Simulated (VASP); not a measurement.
A run of VASP 6.6.1:

The input INCAR:

```
SYSTEM = Cr
  PREC = Accurate
  ENCUT = 500
  EDIFF = 1E-6
  ISMEAR = 0
  SIGMA = 0.05
  LREAL = .False.
  LASPH = .True.
  NELM = 120
  ALGO = Normal
  ISIF = 2
  LWAVE = .False.
  LCHARG = .True.
  GGA = PE
  LELF = .True.
  LVHAR = .True.
  NBANDS = 12
  GGA_COMPAT = .False.
```

The input KPOINTS:

```
regular mesh
0
Gamma
  16 16 16
  0 0 0
```

The input POSCAR:

```
Cr
1.0
   -1.4399985532      1.4399985532      1.4399985532
    1.4399985532     -1.4399985532      1.4399985532
    1.4399985532      1.4399985532     -1.4399985532
Cr
1
Direct
    0.0000000000      0.0000000000      0.0000000000
```

Potentials or basis: VASP PAW PBE potentials, release 64 (Cr_pv).

The run is started by

```bash
$ cat potpaw_PBE.64/Cr_pv/POTCAR > POTCAR
$ mpirun -np 1 vasp_std > vasp.out
```

Hardware: 1 thread of Intel Xeon 8259CL (shared host).

How long does it take, and how much memory?

It took 26 s on 1 thread of Intel Xeon 8259CL, on a shared host, peak memory 0.13 GiB. Counts: scf iterations 12, k points 145.
